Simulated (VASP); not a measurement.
Here is a VASP 6.6.1 calculation.

The input INCAR:

```
SYSTEM = As
ALGO = Normal
EDIFF = 1E-6
ENCUT = 520
GGA = RE
ISIF = 2
ISMEAR = -1
LASPH = .TRUE.
LCHARG = .TRUE.
LELF = .TRUE.
LREAL = .FALSE.
LVHAR = .TRUE.
LWAVE = .FALSE.
NBANDS = 18
NELM = 80
PREC = Accurate
SIGMA = 0.1
```

KPOINTS

```
k-points
0
G
  14 14 4
  0 0 0
```

File POSCAR:

```
As
1.0
    2.9490634346      0.0000000000      0.0000000000
   -1.4745317173      2.5539638517      0.0000000000
    0.0000000000      0.0000000000      9.9809421006
As
4
Direct
    0.0000000000      0.0000000000      0.0000000000
    0.0000000000      0.0000000000      0.5000000000
    0.3333333333      0.6666666667      0.2500000000
    0.6666666667      0.3333333333      0.7500000000
```

Potentials or basis: VASP PAW PBE potentials, release 64 (As).

Launch:

```sh
$ cat potpaw_PBE.64/As/POTCAR > POTCAR
$ mpirun -np 1 vasp_std > vasp.out
```

Task: What does it give for the pressure?

Result: 3.3 GPa.

Task: What does it give for the band gap on the k mesh?

Result: Zero (band 10 reaches 11.96 eV, above the bottom of band 11 at 4.09 eV).

Stress tensor (GPa, compression positive):
```
3.11 0.00 0.00
0.00 3.11 0.00
0.00 0.00 3.77
```

Caveat: the PAW data sets were made with another functional, which shifts forces and pressure a little.
